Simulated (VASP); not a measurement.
# SnO2 (P4_2/mnm) in VASP: notebook

Runs on SnO2. Level: PBE. Tasks: electric field gradients.

All numbers are computed with VASP 6.6.1; they aren't measurements. Logs are shortened: lines on timing, memory, paths and dates and some standing lists are left out, and cuts for length are marked.

## Step 1: The cell of the first run

The structure is tetragonal, space group P4_2/mnm (No. 136). Conventional cell: a = 4.785 Å, b = 4.785 Å, c = 3.186 Å, α = 90.00°, β = 90.00°, γ = 90.00°. Within 2.7 Å of Sn (site symmetry mmm) lie 6 O at 2.07 Å. Within 2.7 Å of O (site symmetry m2m) lie 3 Sn at 2.07 Å and 1 O at 2.63 Å.

## Step 2: Electric field gradients, PBE (equal xx and yy strain of +1 %)

INCAR

```
SYSTEM = SnO2
PREC = Accurate ; ENCUT = 520
EDIFF = 1E-8 ; ISMEAR = -1
SIGMA = 0.03 ; LREAL = .FALSE.
LASPH = .TRUE. ; NELM = 100
ALGO = Normal ; ISIF = 2
LWAVE = .FALSE. ; LCHARG = .FALSE.
GGA = PE ; LEFG = .TRUE.
NBANDS = 35
```

KPOINTS

```
Automatic mesh
0
G
  4 4 6
  0 0 0
```

POSCAR

```
SnO2
1.0
    4.7847235000      0.0000000000      0.0000000000
    0.0000000000      4.7847235000      0.0000000000
    0.0000000000      0.0000000000      3.1864000000
Sn O
2 4
Direct
    0.0000000000      0.0000000000      0.0000000000
    0.5000000000      0.5000000000      0.5000000000
    0.3056200000      0.3056200000      0.0000000000
    0.1943800000      0.8056200000      0.5000000000
    0.6943800000      0.6943800000      0.0000000000
    0.8056200000      0.1943800000      0.5000000000
```

Potentials or basis: VASP PAW PBE potentials, release 64 (Sn_d, O).

Started as:

```sh
cat potpaw_PBE.64/Sn_d/POTCAR potpaw_PBE.64/O/POTCAR > POTCAR
mpirun -np 1 vasp_std > vasp.out
```

OUTCAR:

```text
SYSTEM = SnO2
   PREC = Accurate
   ENCUT = 520
   EDIFF = 1E-8
   ISMEAR = -1
   LREAL = .FALSE.
   LASPH = .TRUE.
   NELM = 100
   ISIF = 2
   GGA = PE

 ion  position               nearest neighbor table
   1  0.000  0.000  0.000-   4 2.07   6 2.07   4 2.07   6 2.07   5 2.07   3 2.07   2 3.74   2 3.74
                             2 3.74   2 3.74   2 3.74   2 3.74   2 3.74   2 3.74
   2  0.500  0.500  0.500-   3 2.07   5 2.07   3 2.07   5 2.07   4 2.07   6 2.07   1 3.74   1 3.74
                             1 3.74   1 3.74   1 3.74   1 3.74   1 3.74   1 3.74
   3  0.306  0.306  0.000-   2 2.07   2 2.07   1 2.07
   4  0.194  0.806  0.500-   1 2.07   1 2.07   2 2.07
   5  0.694  0.694  0.000-   2 2.07   2 2.07   1 2.07
   6  0.806  0.194  0.500-   1 2.07   1 2.07   2 2.07

  LATTYP: Found a simple tetragonal cell.
 ALAT       =     4.7847235000
 C/A-ratio  =     0.6659527975

  Lattice vectors:

 A1 = (   4.7847235000,   0.0000000000,   0.0000000000)
 A2 = (   0.0000000000,   4.7847235000,   0.0000000000)
 A3 = (   0.0000000000,   0.0000000000,   3.1864000000)

Analysis of symmetry for initial positions (statically):
=====================================================================
 Subroutine PRICEL returns:
 Original cell was already a primitive cell.

 Routine SETGRP: Setting up the symmetry group for a
 simple tetragonal supercell.

 Subroutine GETGRP returns: Found 16 space group operations
 (whereof  8 operations were pure point group operations)
 out of a pool of 16 trial point group operations.

The static configuration has the point symmetry D_2h.
 The point group associated with its full space group is D_4h.

Analysis of symmetry for dynamics (positions and initial velocities):
=====================================================================
 Subroutine PRICEL returns:
 Original cell was already a primitive cell.

 Routine SETGRP: Setting up the symmetry group for a
 simple tetragonal supercell.

 Subroutine GETGRP returns: Found 16 space group operations
 (whereof  8 operations were pure point group operations)
 out of a pool of 16 trial point group operations.

The dynamic configuration has the point symmetry D_2h.
 The point group associated with its full space group is D_4h.

 Subroutine INISYM returns: Found 16 space group operations
 (whereof  8 operations are pure point group operations),
 and found     1 'primitive' translations

----------------------------------------------------------------------------------------

                                     Primitive cell

  volume of cell :      72.9481

  direct lattice vectors                    reciprocal lattice vectors
     4.784723500  0.000000000  0.000000000     0.208998493  0.000000000  0.000000000
     0.000000000  4.784723500  0.000000000     0.000000000  0.208998493  0.000000000
     0.000000000  0.000000000  3.186400000     0.000000000  0.000000000  0.313833794

  length of vectors
     4.784723500  4.784723500  3.186400000     0.208998493  0.208998493  0.313833794

  position of ions in fractional coordinates (direct lattice)
     0.000000000  0.000000000  0.000000000
     0.500000000  0.500000000  0.500000000
     0.305620000  0.305620000  0.000000000
     0.194380000  0.805620000  0.500000000
     0.694380000  0.694380000  0.000000000
     0.805620000  0.194380000  0.500000000

  ion indices of the primitive-cell ions
   primitive index   ion index
                 1           1
                 2           2
                 3           3
                 4           4
                 5           5
                 6           6

----------------------------------------------------------------------------------------

 KPOINTS: Automatic mesh

Automatic generation of k-mesh.
[... 58 lines left out ...]
   ICHARG =      2    charge: 1-file 2-atom 10-const
   ISPIN  =      1    spin polarized calculation?
   LNONCOLLINEAR =      F non collinear calculations
   LSORBIT =      F    spin-orbit coupling
   LASPH  =      T    aspherical Exc in radial PAW
   ENCUT  =  520.0 eV  38.22 Ry    6.18 a.u.   8.90  8.90  5.92*2*pi/ulx,y,z
   NELM   =    100;   NELMIN=  2; NELMDL= -5     # of ELM steps
   EDIFF  = 0.1E-07   stopping-criterion for ELM
   LREAL  =      F    real-space projection
   EDIFFG = 0.1E-06   stopping-criterion for IOM
   NSW    =      0    number of steps for IOM
   IBRION =     -1    ionic relax: 0-MD 1-quasi-New 2-CG
   NFREE  =      0    steps in history (QN), initial steepest desc. (CG)
   ISIF   =      2    stress and relaxation
   ISYM   =      2    0-nonsym 1-usesym 2-fastsym
   POTIM  = 0.5000    time-step for ionic-motion
   TEBEG  =    0.0;   TEEND  =   0.0 temperature during run
   PSTRESS=    0.0 pullay stress
   NELECT =      52.0000    total number of electrons
   NUPDOWN=      -1.0000    fix difference up-down
   EMIN   =  10.00;   EMAX   =-10.00  energy-range for DOS
   EFERMI =   0.00;   METHOD = LEGACY
   ISMEAR =    -1;   SIGMA  =   0.03  broadening in eV -4-tet -1-fermi 0-gaus
   EFERMI_NEDOS =   21; number of points for ismear=-14 and -15
   IALGO  =     38    algorithm
   IMIX   =      4    mixing-type and parameters
     AMIX     =   0.40;   BMIX     =  1.00
     AMIX_MAG =   1.60;   BMIX_MAG =  1.00
  volume/ion in A,a.u.               =      12.16        82.05
  Fermi-wavevector in a.u.,A,eV,Ry     =   1.462417  2.763568 29.098291  2.138664
  Thomas-Fermi vector in A             =   2.578633
   LORBIT       =      0    0 simple, 1 ext, 2 COOP (PROOUT), +10 PAW based schemes
   GGA     = PE    functional components
   LHFCALC =     F    Hartree Fock is set to
   AEXX    =    0.0000 exact exchange contribution
   IVDW    =     0    specifies the selected vdW correction
   LEPSILON=     F    determine dielectric tensor
   LRPA    =     F    only Hartree local field effects (RPA)
 non-spin polarized calculation
  energy-cutoff  :      520.00
  volume of cell :       72.95
 maximum number of plane-waves:      2008
 NGX is ok and might be reduce to    36
   NGX = 17   NGY = 17   NGZ = 11

 number of electron      52.0000007 magnetization

 Free energy of the ion-electron system (eV)
  ---------------------------------------------------
  ext. energy  EPLUGINS =         0.00000000
  ---------------------------------------------------
  free energy    TOTEN  =       -37.24105148 eV

  energy without entropy =      -37.24105148  energy(sigma->0) =      -37.24105148

 E-fermi :   6.4429     XC(G=0): -11.1516

 val. band max:        5.9184893351   @ k =   0.0000   0.0000   0.0000
 cond. band min:       6.9647858354   @ k =   0.0000   0.0000   0.0000
 fundamental gap:      1.0462965003
 Fermi energy:         6.4429340382

 k-point     1 :       0.0000    0.0000    0.0000
  band No.  band energies     occupation
      1     -15.1748      2.00000
      2     -14.4360      2.00000
      3     -14.1884      2.00000
      4     -14.1595      2.00000
      5     -14.1595      2.00000
      6     -14.0835      2.00000
[... 901 lines left out ...]
     34      16.8639      0.00000
     35      18.8905      0.00000

------------------------ aborting loop because EDIFF is reached ----------------------------------------

  FORCE on cell =-STRESS in cart. coord.  units (eV):
  Direction    XX          YY          ZZ          XY          YZ          ZX
  --------------------------------------------------------------------------------------
  -------------------------------------------------------------------------------------
  Total        2.8291508      2.8291508      4.4867713      0.0000000      0.0000000      0.0000000
  in kB       62.1373446     62.1373446     98.5440781      0.0000000      0.0000000      0.0000000
  external PRESSURE =      74.2729224 kB  Pullay stress =       0.0000000 kB

 VOLUME and BASIS-vectors are now :
 -----------------------------------------------------------------------------
  energy-cutoff  :      520.00
  volume of cell :       72.95
      direct lattice vectors                 reciprocal lattice vectors
     4.784723500  0.000000000  0.000000000     0.208998493  0.000000000  0.000000000
     0.000000000  4.784723500  0.000000000     0.000000000  0.208998493  0.000000000
     0.000000000  0.000000000  3.186400000     0.000000000  0.000000000  0.313833794

 POSITION                                       TOTAL-FORCE (eV/Angst)
 -----------------------------------------------------------------------------------
      0.00000      0.00000      0.00000         0.000000      0.000000      0.000000
      2.39236      2.39236      1.59320         0.000000      0.000000      0.000000
      1.46231      1.46231      0.00000        -0.016075     -0.016075     -0.000000
      0.93005      3.85467      1.59320         0.016075     -0.016075      0.000000
      3.32242      3.32242      0.00000         0.016075      0.016075      0.000000
      3.85467      0.93005      1.59320        -0.016075      0.016075      0.000000
 -----------------------------------------------------------------------------------
    total drift:                                0.000000      0.000000      0.000000

  FREE ENERGIE OF THE ION-ELECTRON SYSTEM (eV)
  ---------------------------------------------------
  free  energy   TOTEN  =       -37.2410514793 eV

  energy  without entropy=      -37.2410514786  energy(sigma->0) =      -37.24105148

 Electric field gradients (V/A^2)
---------------------------------------------------------------------
 ion       V_xx      V_yy      V_zz      V_xy      V_xz      V_yz
---------------------------------------------------------------------
   1      26.871    26.871   -53.742   -18.716    -0.000    -0.000
   2      26.871    26.871   -53.742    18.716    -0.000     0.000
   3     -23.276   -23.276    46.552    85.645     0.000    -0.000
   4     -23.276   -23.276    46.552   -85.645    -0.000     0.000
   5     -23.276   -23.276    46.552    85.645    -0.000    -0.000
   6     -23.276   -23.276    46.552   -85.645     0.000    -0.000
---------------------------------------------------------------------

 Electric field gradients after diagonalization (V/A^2)
 (convention: |V_zz| > |V_xx| > |V_yy|)
----------------------------------------------------------------------
 ion       V_xx      V_yy      V_zz     asymmetry (V_yy - V_xx)/ V_zz
----------------------------------------------------------------------
   1      45.587     8.155   -53.742       0.697
   2      45.587     8.155   -53.742       0.697
   3      62.369    46.552  -108.921       0.145
   4      62.369    46.552  -108.921       0.145
   5      62.369    46.552  -108.921       0.145
   6      62.369    46.552  -108.921       0.145
----------------------------------------------------------------------

           NMR quadrupolar parameters

 Cq : quadrupolar parameter    Cq=e*Q*V_zz/h
 eta: asymmetry parameters     (V_yy - V_xx)/ V_zz
 Q  : nuclear electric quadrupole moment in mb (millibarn)
----------------------------------------------------------------------
 ion       Cq(MHz)       eta       Q (mb)
----------------------------------------------------------------------
   1      -0.130       0.697       1.000
   2      -0.130       0.697       1.000
   3      -0.263       0.145       1.000
   4      -0.263       0.145       1.000
   5      -0.263       0.145       1.000
   6      -0.263       0.145       1.000
----------------------------------------------------------------------
```

It took 25 s on 1 thread of Intel Xeon 6975P-C (Granite Rapids), shared host; peak memory 0.19 GiB.

What came out:

- Free energy: -37.2411 eV
- Pressure: 7.4 GPa
- Largest force: 0.023 eV/Å
- Band gap on the k mesh: 1.05 eV, direct

Forces in eV/Å, atoms in the order of the input:
```
Sn   0.000  0.000  0.000
Sn   0.000  0.000  0.000
O   -0.016 -0.016  0.000
O    0.016 -0.016  0.000
O    0.016  0.016  0.000
O   -0.016  0.016  0.000
```

Levels at points of the mesh, in eV from the valence-band top:
| k point | band 22 | band 23 | band 24 | band 25 | band 26 | band 27 | band 28 | band 29 | band 30 | band 31 |
| --- | --- | --- | --- | --- | --- | --- | --- | --- | --- | --- |
| (0.00, 0.00, 0.00) | -1.23 | -1.23 | -0.78 | -0.78 | 0.00 | 1.05 | 6.10 | 6.28 | 6.28 | 10.31 |
| (0.50, 0.00, 0.00) | -1.97 | -1.18 | -1.18 | -0.63 | -0.63 | 4.23 | 4.23 | 7.07 | 7.07 | 10.75 |
| (0.50, 0.50, 0.00) | -1.96 | -1.30 | -1.30 | -0.91 | -0.91 | 4.68 | 4.68 | 7.44 | 7.44 | 10.79 |
| (0.00, 0.00, 0.50) | -2.64 | -1.61 | -1.61 | -1.23 | -1.23 | 5.96 | 5.96 | 9.57 | 9.57 | 10.66 |
| (0.50, 0.00, 0.50) | -1.72 | -1.08 | -1.08 | -0.74 | -0.74 | 6.23 | 6.23 | 7.84 | 7.84 | 10.95 |
| (0.50, 0.50, 0.50) | -2.44 | -0.95 | -0.95 | -0.83 | -0.83 | 4.63 | 4.63 | 8.82 | 8.82 | 10.93 |

Electric field gradients, principal values (V/Å²):
```tsv
atom	least	middle	greatest (by size)
1 Sn	8.155	45.587	-53.742
2 Sn	8.155	45.587	-53.742
3 O	46.552	62.369	-108.921
4 O	46.552	62.369	-108.921
5 O	46.552	62.369	-108.921
6 O	46.552	62.369	-108.921
```

Caveat: the cell differs from its parent crystal (equal xx and yy strain of +1 %); without QUAD_EFG the Cq values of the log hold for a quadrupole moment of 1 mb, not for the nuclei; spin-orbit coupling is left out, which moves the levels of the heavy elements.

(Continued in part 2 of 2.)
